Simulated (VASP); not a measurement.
A run of VASP 6.6.1 is set up as follows.

File INCAR:

```
  PREC = Accurate
  ENCUT = 520
  EDIFF = 1E-6
  ISMEAR = -1
  SIGMA = 0.05
  LREAL = False
  LASPH = True
  NELM = 150
  ALGO = Normal
  ISIF = 2
  LWAVE = False
  LCHARG = False
  ISPIN = 2
  MAGMOM = 2 2 2 0
  LORBIT = 11
  NUPDOWN = 6.0
  LMAXMIX = 4
  GGA = PS
  NBANDS = 28
```

KPOINTS

```
Automatic mesh
0
Gamma
  7 7 7
```

POSCAR

```
AlNi3
1.0
    0.0000000000      2.8018887551      2.8018887551
    2.8018887551      0.0000000000      2.8018887551
    2.8018887551      2.8018887551      0.0000000000
Ni Al
3 1
Direct
    0.7500000000      0.7500000000      0.7500000000
    0.0000000000      0.0000000000      0.0000000000
    0.2500000000      0.2500000000      0.2500000000
    0.5000000000      0.5000000000      0.5000000000
```

Potentials or basis: VASP PAW PBE potentials, release 64 (Ni, Al).

Run with:

```console
$ cat potpaw_PBE.64/Ni/POTCAR potpaw_PBE.64/Al/POTCAR > POTCAR
$ mpirun -np 1 vasp_std > vasp.out
```

(1) Estimate the pressure.

## Answers

(1) 27.6 GPa.

Caveat: the PAW data sets were made with another functional, which shifts forces and pressure a little; the total moment is fixed, so each spin has its own Fermi level.
